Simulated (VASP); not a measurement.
Here is a VASP 6.6.1 calculation.

Contents of INCAR:

```
  PREC = Accurate
  ENCUT = 520
  EDIFF = 1E-6
  ISMEAR = 0
  SIGMA = 0.02
  LREAL = F
  LASPH = T
  NELM = 80
  ALGO = Normal
  ISIF = 2
  LWAVE = F
  LCHARG = F
  GGA = PE
  IVDW = 12
  NBANDS = 35
```

The input KPOINTS:

```
regular mesh
0
Gamma
  9 9 2
```

The input POSCAR:

```
Te2Mo
1.0
    3.5172688319      0.0000000000      0.0000000000
   -1.7586344159      3.0460441603      0.0000000000
    0.0000000000      0.0000000000     13.9456157362
Te Mo
4 2
Direct
    0.3333333333      0.6666666667      0.6199094773
    0.6666666667      0.3333333333      0.1199094773
    0.3333333333      0.6666666667      0.8800905227
    0.6666666667      0.3333333333      0.3800905227
    0.3333333333      0.6666666667      0.2500000000
    0.6666666667      0.3333333333      0.7500000000
```

Potentials or basis: VASP PAW PBE potentials, release 64 (Te, Mo_sv).

The run is started by

```bash
$ cat potpaw_PBE.64/Te/POTCAR potpaw_PBE.64/Mo_sv/POTCAR > POTCAR
$ mpirun -np 1 vasp_std > vasp.out
```

**Question.** Predict the band gap on the k mesh.

**Answer.** 0.76 eV, indirect (least direct gap 1.05 eV).

**Question.** What does it give for the pressure?

**Answer.** -1.1 GPa.

**Question.** Estimate the largest force.

**Answer.** 0.013 eV/Å.

**Question.** What does it give for the dispersion energy per atom?

**Answer.** -0.538 eV.

Forces on the atoms (eV/Å):
```
Te   0.000  0.000 -0.013
Te   0.000  0.000 -0.013
Te   0.000  0.000  0.013
Te   0.000  0.000  0.013
Mo   0.000  0.000  0.000
Mo   0.000  0.000  0.000
```

Caveat: spin-orbit coupling is left out, which moves the levels of the heavy elements. A k mesh can miss the band edges.
